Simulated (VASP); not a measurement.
# AlPPb5 (P4/mmm) in VASP: notebook

AlPPb5 is run at these levels: PBE; tasks: single point.

Program: VASP 6.6.1. These are calculated values, not measurements. Logs are shortened: lines on timing, memory, paths and dates and some standing lists are left out, and cuts for length are marked.

### 1 The cell of the first run

Symmetry: P4/mmm, No. 123, tetragonal system. The conventional cell has a = 4.702 Å, b = 4.702 Å, c = 8.259 Å, α = 90.00°, β = 90.00°, γ = 90.00°. Within 4.3 Å of Al (site symmetry 4/mmm) lie 12 Pb at 3.26 to 3.33 Å. Within 4.0 Å of P (site symmetry 4/mmm) lie 8 Pb at 3.00 Å. Within 4.0 Å of Pb (site symmetry 2mm) lie 2 P at 3.00 Å and 2 Al at 3.26 Å and 7 Pb at 3.26 to 3.74 Å. Pb (site symmetry 4/mmm) has 8 Pb at 3.26 Å and 4 Al at 3.33 Å and 2 P at 4.13 Å within 4.3 Å.

### 2 Single point, PBE

INCAR reads:

```
SYSTEM = AlPPb5
PREC = Accurate ; ENCUT = 520
EDIFF = 1E-6 ; ISMEAR = 0
SIGMA = 0.1 ; LREAL = .FALSE.
LASPH = .TRUE. ; NELM = 80
ALGO = Normal ; ISIF = 2
LWAVE = .FALSE. ; LCHARG = .TRUE.
GGA = PE ; LELF = .TRUE.
LVHAR = .TRUE. ; NBANDS = 48
```

KPOINTS reads:

```
regular mesh
0
G
  4 4 2
  0 0 0
```

POSCAR reads:

```
AlPPb5
1.0
    4.7023701698      0.0000000000      0.0000000000
    0.0000000000      4.7023701698      0.0000000000
    0.0000000000      0.0000000000      8.2590154939
Al P Pb
1 1 5
Direct
    0.5000000000      0.5000000000      0.0000000000
    0.0000000000      0.0000000000      0.5000000000
    0.5000000000      0.0000000000      0.7262000000
    0.0000000000      0.5000000000      0.7262000000
    0.5000000000      0.0000000000      0.2738000000
    0.0000000000      0.5000000000      0.2738000000
    0.0000000000      0.0000000000      0.0000000000
```

Potentials or basis: VASP PAW PBE potentials, release 64 (Al, P, Pb_d).

On the command line:

```bash
$ cat potpaw_PBE.64/Al/POTCAR potpaw_PBE.64/P/POTCAR potpaw_PBE.64/Pb_d/POTCAR > POTCAR
$ mpirun -np 1 vasp_std > vasp.out
```

OUTCAR:

```text
SYSTEM = AlPPb5
   PREC = Accurate
   ENCUT = 520
   EDIFF = 1E-6
   ISMEAR = 0
   LREAL = .FALSE.
   LASPH = .TRUE.
   NELM = 80
   ISIF = 2
   GGA = PE

 ion  position               nearest neighbor table
   1  0.500  0.500  0.000-   3 3.26   4 3.26   5 3.26   6 3.26   3 3.26   5 3.26   4 3.26   6 3.26
                             7 3.33   7 3.33   7 3.33   7 3.33
   2  0.000  0.000  0.500-   3 3.00   4 3.00   5 3.00   6 3.00   4 3.00   6 3.00   3 3.00   5 3.00

   3  0.500  0.000  0.726-   2 3.00   2 3.00   7 3.26   1 3.26   1 3.26   7 3.26   4 3.33   4 3.33
                             4 3.33   4 3.33   5 3.74
   4  0.000  0.500  0.726-   2 3.00   2 3.00   7 3.26   1 3.26   7 3.26   1 3.26   3 3.33   3 3.33
                             3 3.33   3 3.33   6 3.74
   5  0.500  0.000  0.274-   2 3.00   2 3.00   7 3.26   1 3.26   1 3.26   7 3.26   6 3.33   6 3.33
                             6 3.33   6 3.33   3 3.74
   6  0.000  0.500  0.274-   2 3.00   2 3.00   7 3.26   1 3.26   7 3.26   1 3.26   5 3.33   5 3.33
                             5 3.33   5 3.33   4 3.74
   7  0.000  0.000  0.000-   3 3.26   4 3.26   5 3.26   6 3.26   4 3.26   6 3.26   3 3.26   5 3.26
                             1 3.33   1 3.33   1 3.33   1 3.33

  LATTYP: Found a simple tetragonal cell.
 ALAT       =     4.7023701698
 C/A-ratio  =     1.7563516260

  Lattice vectors:

 A1 = (   4.7023701698,   0.0000000000,   0.0000000000)
 A2 = (   0.0000000000,   4.7023701698,   0.0000000000)
 A3 = (   0.0000000000,   0.0000000000,   8.2590154939)

Analysis of symmetry for initial positions (statically):
=====================================================================
 Subroutine PRICEL returns:
 Original cell was already a primitive cell.

 Routine SETGRP: Setting up the symmetry group for a
 simple tetragonal supercell.

 Subroutine GETGRP returns: Found 16 space group operations
 (whereof 16 operations were pure point group operations)
 out of a pool of 16 trial point group operations.

The static configuration has the point symmetry D_4h.

Analysis of symmetry for dynamics (positions and initial velocities):
=====================================================================
 Subroutine PRICEL returns:
 Original cell was already a primitive cell.

 Routine SETGRP: Setting up the symmetry group for a
 simple tetragonal supercell.

 Subroutine GETGRP returns: Found 16 space group operations
 (whereof 16 operations were pure point group operations)
 out of a pool of 16 trial point group operations.

The dynamic configuration has the point symmetry D_4h.

 Subroutine INISYM returns: Found 16 space group operations
 (whereof 16 operations are pure point group operations),
 and found     1 'primitive' translations

----------------------------------------------------------------------------------------

                                     Primitive cell

  volume of cell :     182.6257

  direct lattice vectors                    reciprocal lattice vectors
     4.702370170  0.000000000  0.000000000     0.212658715  0.000000000  0.000000000
     0.000000000  4.702370170  0.000000000     0.000000000  0.212658715  0.000000000
     0.000000000  0.000000000  8.259015494     0.000000000  0.000000000  0.121079807

  length of vectors
     4.702370170  4.702370170  8.259015494     0.212658715  0.212658715  0.121079807

  position of ions in fractional coordinates (direct lattice)
     0.500000000  0.500000000  0.000000000
     0.000000000  0.000000000  0.500000000
     0.500000000  0.000000000  0.726200000
     0.000000000  0.500000000  0.726200000
     0.500000000  0.000000000  0.273800000
     0.000000000  0.500000000  0.273800000
     0.000000000  0.000000000  0.000000000

  ion indices of the primitive-cell ions
   primitive index   ion index
                 1           1
                 2           2
                 3           3
                 4           4
                 5           5
                 6           6
                 7           7

----------------------------------------------------------------------------------------

 KPOINTS: regular mesh

Automatic generation of k-mesh.
 Grid dimensions read from file:
 generate k-points for:    4    4    2

 Generating k-lattice:

  Cartesian coordinates                     Fractional coordinates (reciprocal lattice)
     0.053164679  0.000000000  0.000000000     0.250000000  0.000000000  0.000000000
     0.000000000  0.053164679  0.000000000     0.000000000  0.250000000  0.000000000
     0.000000000  0.000000000  0.060539903     0.000000000  0.000000000  0.500000000

  Length of vectors
     0.053164679  0.053164679  0.060539903

  Shift w.r.t. Gamma in fractional coordinates (k-lattice)
     0.000000000  0.000000000  0.000000000

 Subroutine IBZKPT returns following result:
 ===========================================

 Found     12 irreducible k-points:

 Following reciprocal coordinates:
            Coordinates               Weight
  0.000000  0.000000  0.000000      1.000000
  0.250000  0.000000  0.000000      4.000000
  0.500000  0.000000  0.000000      2.000000
  0.250000  0.250000  0.000000      4.000000
  0.500000  0.250000  0.000000      4.000000
  0.500000  0.500000  0.000000      1.000000
  0.000000  0.000000  0.500000      1.000000
  0.250000  0.000000  0.500000      4.000000
  0.500000  0.000000  0.500000      2.000000
  0.250000  0.250000  0.500000      4.000000
  0.500000  0.250000  0.500000      4.000000
  0.500000  0.500000  0.500000      1.000000
   k-points           NKPTS =     12   k-points in BZ     NKDIM =     12   number of bands    NBANDS=     48
   number of dos      NEDOS =    301   number of ions     NIONS =      7
   total plane-waves  NPLWV =  82944
   dimension x,y,z NGX =    36 NGY =   36 NGZ =   64
   dimension x,y,z NGXF=    72 NGYF=   72 NGZF=  128
   ions per type =               1   1   5
   NGX,Y,Z   is equivalent  to a cutoff of  12.73, 12.73, 12.88 a.u.
   NGXF,Y,Z  is equivalent  to a cutoff of  25.45, 25.45, 25.77 a.u.
 SYSTEM =  AlPPb5
   PREC   = accura    normal or accurate (medium, high low for compatibility)
   ISTART =      0    job   : 0-new  1-cont  2-samecut
   ICHARG =      2    charge: 1-file 2-atom 10-const
   ISPIN  =      1    spin polarized calculation?
   LNONCOLLINEAR =      F non collinear calculations
   LSORBIT =      F    spin-orbit coupling
   LASPH  =      T    aspherical Exc in radial PAW
   ENCUT  =  520.0 eV  38.22 Ry    6.18 a.u.   8.74  8.74 15.36*2*pi/ulx,y,z
   NELM   =     80;   NELMIN=  2; NELMDL= -5     # of ELM steps
   EDIFF  = 0.1E-05   stopping-criterion for ELM
   LREAL  =      F    real-space projection
   EDIFFG = 0.1E-04   stopping-criterion for IOM
   NSW    =      0    number of steps for IOM
   IBRION =     -1    ionic relax: 0-MD 1-quasi-New 2-CG
   NFREE  =      0    steps in history (QN), initial steepest desc. (CG)
   ISIF   =      2    stress and relaxation
   ISYM   =      2    0-nonsym 1-usesym 2-fastsym
   POTIM  = 0.5000    time-step for ionic-motion
   TEBEG  =    0.0;   TEEND  =   0.0 temperature during run
   PSTRESS=    0.0 pullay stress
   NELECT =      78.0000    total number of electrons
   NUPDOWN=      -1.0000    fix difference up-down
   EMIN   =  10.00;   EMAX   =-10.00  energy-range for DOS
   EFERMI =   0.00;   METHOD = LEGACY
   ISMEAR =     0;   SIGMA  =   0.10  broadening in eV -4-tet -1-fermi 0-gaus
   EFERMI_NEDOS =   21; number of points for ismear=-14 and -15
   IALGO  =     38    algorithm
   IMIX   =      4    mixing-type and parameters
     AMIX     =   0.40;   BMIX     =  1.00
     AMIX_MAG =   1.60;   BMIX_MAG =  1.00
  volume/ion in A,a.u.               =      26.09       176.06
  Fermi-wavevector in a.u.,A,eV,Ry     =   1.232875  2.329796 20.680595  1.519981
  Thomas-Fermi vector in A             =   2.367628
   LORBIT       =      0    0 simple, 1 ext, 2 COOP (PROOUT), +10 PAW based schemes
   GGA     = PE    functional components
   LHFCALC =     F    Hartree Fock is set to
   AEXX    =    0.0000 exact exchange contribution
   IVDW    =     0    specifies the selected vdW correction
   LEPSILON=     F    determine dielectric tensor
   LRPA    =     F    only Hartree local field effects (RPA)
 non-spin polarized calculation
 Gauss-broadening in eV      SIGMA  =   0.10
  energy-cutoff  :      520.00
  volume of cell :      182.63
 maximum number of plane-waves:      4950
 NGX is ok and might be reduce to    36
   NGX = 17   NGY = 17   NGZ = 31

 number of electron      77.9999977 magnetization

 Free energy of the ion-electron system (eV)
  ---------------------------------------------------
  ext. energy  EPLUGINS =         0.00000000
  ---------------------------------------------------
  free energy    TOTEN  =       -25.29103933 eV

  energy without entropy =      -25.28403453  energy(sigma->0) =      -25.28753693

 E-fermi :   7.6008     XC(G=0): -10.2296

 val. band max:        7.5779324746   @ k =   0.5000   0.5000   0.0000
 cond. band min:       7.6831815620   @ k =   0.2500   0.2500   0.5000
 fundamental gap:      0.1052490875
 Fermi energy:         7.6007890585

 k-point     1 :       0.0000    0.0000    0.0000
  band No.  band energies     occupation
      1      -9.8122      2.00000
      2      -9.7933      2.00000
      3      -9.7477      2.00000
      4      -9.6962      2.00000
      5      -9.6962      2.00000
      6      -9.6597      2.00000
[... 40 lines left out ...]
     47      11.2855      0.00000
     48      11.7052      0.00000

 k-point     2 :       0.2500    0.0000    0.0000
  band No.  band energies     occupation
      1      -9.7309      2.00000
      2      -9.7267      2.00000
      3      -9.6852      2.00000
      4      -9.6718      2.00000
      5      -9.6624      2.00000
      6      -9.6133      2.00000
[... 502 lines left out ...]
 k-point    12 :       0.5000    0.5000    0.5000
  band No.  band energies     occupation
      1      -9.6767      2.00000
      2      -9.6767      2.00000
      3      -9.6519      2.00000
      4      -9.6519      2.00000
      5      -9.6444      2.00000
      6      -9.6170      2.00000
[... 40 lines left out ...]
     47      13.2696      0.00000
     48      13.2696      0.00000

------------------------ aborting loop because EDIFF is reached ----------------------------------------

  FORCE on cell =-STRESS in cart. coord.  units (eV):
  Direction    XX          YY          ZZ          XY          YZ          ZX
  --------------------------------------------------------------------------------------
  -------------------------------------------------------------------------------------
  Total        7.4477599      7.4477599      7.2430966      0.0000000      0.0000000      0.0000000
  in kB       65.3392799     65.3392799     63.5437662      0.0000000      0.0000000      0.0000000
  external PRESSURE =      64.7407754 kB  Pullay stress =       0.0000000 kB

 VOLUME and BASIS-vectors are now :
 -----------------------------------------------------------------------------
  energy-cutoff  :      520.00
  volume of cell :      182.63
      direct lattice vectors                 reciprocal lattice vectors
     4.702370170  0.000000000  0.000000000     0.212658715  0.000000000  0.000000000
     0.000000000  4.702370170  0.000000000     0.000000000  0.212658715  0.000000000
     0.000000000  0.000000000  8.259015494     0.000000000  0.000000000  0.121079807

 POSITION                                       TOTAL-FORCE (eV/Angst)
 -----------------------------------------------------------------------------------
      2.35119      2.35119      0.00000         0.000000     -0.000000      0.000000
      0.00000      0.00000      4.12951         0.000000     -0.000000      0.000000
      2.35119      0.00000      5.99770         0.000000      0.000000     -0.251820
      0.00000      2.35119      5.99770        -0.000000     -0.000000     -0.251820
      2.35119      0.00000      2.26132         0.000000      0.000000      0.251820
      0.00000      2.35119      2.26132         0.000000     -0.000000      0.251820
      0.00000      0.00000      0.00000         0.000000     -0.000000      0.000000
 -----------------------------------------------------------------------------------
    total drift:                                0.000000      0.000000      0.000000

  FREE ENERGIE OF THE ION-ELECTRON SYSTEM (eV)
  ---------------------------------------------------
  free  energy   TOTEN  =       -25.2910393339 eV

  energy  without entropy=      -25.2840345299  energy(sigma->0) =      -25.28753693
```

Wall time 1.9 min (1 thread of AMD EPYC 7R43 (Zen 3), shared host); peak memory 0.27 GiB.

What came out:

| Item | Value |
| --- | --- |
| Free energy | -25.2910 eV |
| Pressure | 6.5 GPa |
| Largest force | 0.252 eV/Å |
| Band gap on the k mesh | zero (band 39 reaches 8.34 eV, above the bottom of band 40 at 7.09 eV) |

Forces in eV/Å, atoms in the order of the input:
```
Al   0.000  0.000  0.000
P    0.000  0.000  0.000
Pb   0.000  0.000 -0.252
Pb   0.000  0.000 -0.252
Pb   0.000  0.000  0.252
Pb   0.000  0.000  0.252
Pb   0.000  0.000  0.000
```

Stress tensor (GPa, compression positive):
```
6.53 0.00 0.00
0.00 6.53 0.00
0.00 0.00 6.35
```

Levels at points of the mesh, in eV from the Fermi level:
```
           k point  band 35  band 36  band 37  band 38  band 39  band 40  band 41  band 42  band 43  band 44
(0.00, 0.00, 0.00)    -2.71    -1.56    -1.56    -1.29    -1.29    -0.23     0.30     0.83     2.36     2.36
(0.50, 0.00, 0.00)    -1.65    -0.77    -0.72    -0.39    -0.31    -0.26     0.25     0.45     0.76     1.33
(0.50, 0.50, 0.00)    -4.43    -3.78    -1.43    -0.02     0.16     0.44     0.44     1.60     1.60     3.96
(0.00, 0.00, 0.50)    -3.03    -3.03    -1.99    -0.32     0.74     0.74     1.03     1.37     1.37     1.43
(0.50, 0.00, 0.50)    -2.42    -1.91    -1.36    -0.57    -0.52    -0.10     0.16     1.32     1.89     2.72
(0.50, 0.50, 0.50)    -3.15    -2.63    -2.63    -2.62    -2.62    -0.51     1.95     3.55     3.59     3.59
```

Caveat: the k points lie up to 0.38 Å⁻¹ apart; spin-orbit coupling is left out, which moves the levels of the heavy elements.

(Continued in part 2 of 2.)
